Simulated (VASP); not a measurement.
Input of a VASP 6.6.1 run:

The input INCAR:

```
SYSTEM = H22CO11
PREC     = Accurate       ! precision mode
ENCUT    = 520            ! plane-wave cutoff, eV
EDIFF    = 1E-6           ! SCF threshold, eV
ISMEAR   = -1             ! smearing method
SIGMA    = 0.02           ! smearing width, eV
LREAL    = Auto         
LASPH    = .True.         ! aspherical terms in the spheres
NELM     = 60             ! most SCF steps
ALGO     = Normal         ! electronic algorithm
ISIF     = 2              ! what is computed and relaxed
LWAVE    = .False.        ! write WAVECAR
LCHARG   = .False.        ! write CHGCAR
GGA      = PE             ! functional
IVDW     = 12             ! dispersion correction
NBANDS   = 69             ! bands
```

Contents of KPOINTS:

```
regular mesh
0
Gamma
  1 1 1
  0 0 0
```

File POSCAR:

```
H22CO11
1.0
    7.1203670000      0.0000000000      0.0000000000
    0.0000000000      7.1203670000      0.0000000000
    0.0000000000      0.0000000000      7.1203670000
O H C
11 22 1
Direct
    0.3439850783      0.7927400371      0.3134108115
    0.7493574418      0.1886419619      0.9293481642
    0.5501963593      0.2333447138      0.2522061012
    0.4076334829      0.3115429303      0.6532668892
    0.7269428668      0.8769351355      0.2608994733
    0.8675395524      0.6520590863      0.7586687596
    1.0596363923     -0.0743781887      0.4884860570
    0.0684515278      0.5281750224      1.0395531579
   -0.0588452814      0.4455107440      0.4544007352
    0.1624494917      0.1677160742      0.0908661028
    0.3186633498      0.7817855456      0.9317637700
    0.3240563302      0.8028378313      0.1782492391
    0.2242581035      0.8423301776      0.3633661018
    0.7073371359      0.2277410701      1.0553529053
    0.8740982031      0.1814794097      0.9665091701
    0.4141921336      0.1960011331      0.2263787808
    0.6116117329      0.1235610468      0.2961925979
    0.4831352092      0.3282555520      0.5336803566
    0.4944267620      0.2336536867      0.7170838245
    0.5879050897      0.8534251114      0.2832016945
    0.7165501441      0.9391931624      0.1391922635
    0.9686719800      0.7229683526      0.7166063210
    0.8690844166      0.5434832221      0.6558650699
    1.1022886882      0.0510647836      0.5049037500
    0.9516784739     -0.0726507496      0.4092204798
    0.1940911192      0.6095331884      1.0256072475
   -0.0106174303      0.5361521393      0.9235479014
    0.0239313507      0.5421911539      0.4008501247
   -0.1415376483      0.4283908400      0.3503471099
    0.1227324378      0.3072173106      0.0400962478
    0.1912963194      0.0836473738     -0.0034970108
    0.5155071361      0.9275224156      0.8046354914
    0.4296407755      0.7256367544      0.6695160516
    0.4236860263      0.8101267814      0.7991020688
```

Potentials or basis: VASP PAW PBE potentials, release 64 (O, H, C).

Launch:

```bash
$ cat potpaw_PBE.64/O/POTCAR potpaw_PBE.64/H/POTCAR potpaw_PBE.64/C/POTCAR > POTCAR
$ mpirun -np 1 vasp_gam > vasp.out
```

Question: Estimate the pressure.

Answer: 1.0 GPa.

Question: Predict the dispersion energy per atom.

Answer: -0.034 eV.

Stress tensor (GPa, compression positive):
```
 0.83 -0.37 -0.38
-0.37  0.80 -0.03
-0.38 -0.03  1.51
```

Caveat: the k points lie up to 0.88 Å⁻¹ apart.
